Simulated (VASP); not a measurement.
Input of a VASP 6.6.1 run:

The input INCAR:

```
PREC = Accurate
ENCUT = 520
EDIFF = 1E-7
ISMEAR = 0
SIGMA = 0.1
LREAL = F
LASPH = T
NELM = 100
ALGO = Normal
ISIF = 2
LWAVE = F
LCHARG = F
GGA = PE
NBANDS = 30
```

KPOINTS

```
Automatic mesh
0
Gamma
  4 4 4
```

File POSCAR:

```
Hf3Br2
1.0
    3.7652750196     -3.8208289740      0.0000000000
    3.7652750196      3.8208289740      0.0000000000
    0.0000000000      0.0000000000      5.2213712013
Hf Br
3 2
Direct
    0.0000000000      0.5000000000      0.0000000000
    0.5000000000      0.0000000000      0.0000000000
    0.0000000000      0.0000000000      0.0000000000
    0.0000000000      0.0000000000      0.5000000000
    0.5000000000      0.5000000000      0.5000000000
```

Potentials or basis: VASP PAW PBE potentials, release 64 (Hf_pv, Br).

Launch:

```bash
$ cat potpaw_PBE.64/Hf_pv/POTCAR potpaw_PBE.64/Br/POTCAR > POTCAR
$ mpirun -np 1 vasp_std > vasp.out
```

Q: What does it give for the pressure?

A: -0.1 GPa.

Q: Estimate the band gap on the k mesh.

A: Zero (bands 22 and 23 overlap by 1.20 eV).

Stress tensor (GPa, compression positive):
```
-0.06  0.00  0.00
 0.00 -0.19  0.00
 0.00  0.00 -0.16
```

Caveat: spin-orbit coupling is left out, which moves the levels of the heavy elements.
